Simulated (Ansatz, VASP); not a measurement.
One calculation of SrTiO3, two programs

```xyz
5
Lattice="3.9050 0.0000 0.0000 0.0000 3.9050 0.0000 0.0000 0.0000 3.9050" Properties=species:S:1:pos:R:3 pbc="T T T"
Sr    0.0000    0.0000    0.0000
Ti    1.9525    1.9525    1.9525
O     1.9525    1.9525    0.0000
O     1.9525    0.0000    1.9525
O     0.0000    1.9525    1.9525
```

Alike in both runs: task single point; functional r2SCAN; k mesh 6 × 6 × 6; occupations gaussian, width 0.03 eV; no spin polarisation.

|  | VASP | Ansatz |
| --- | --- | --- |
| version | VASP 6.6.1 | Ansatz 0.2.0 |
| potentials or method | VASP PAW PBE potentials, release 64 (Sr_sv, Ti_sv, O) | scalar-relativistic, plane waves, PAW |
| plane-wave cutoff (eV) | 660 | 500 |
| valence electrons in the cell | 40 | 40 |

|  | VASP | Ansatz | Ansatz less VASP |
| --- | --- | --- | --- |
| gap on the k mesh at the Fermi level (eV) | 2.28 | 2.26 | -0.014 |
| least direct gap on the mesh (eV) | 2.66 | 2.63 | -0.031 |

VASP's potentials were made for PBE, not for r2SCAN.
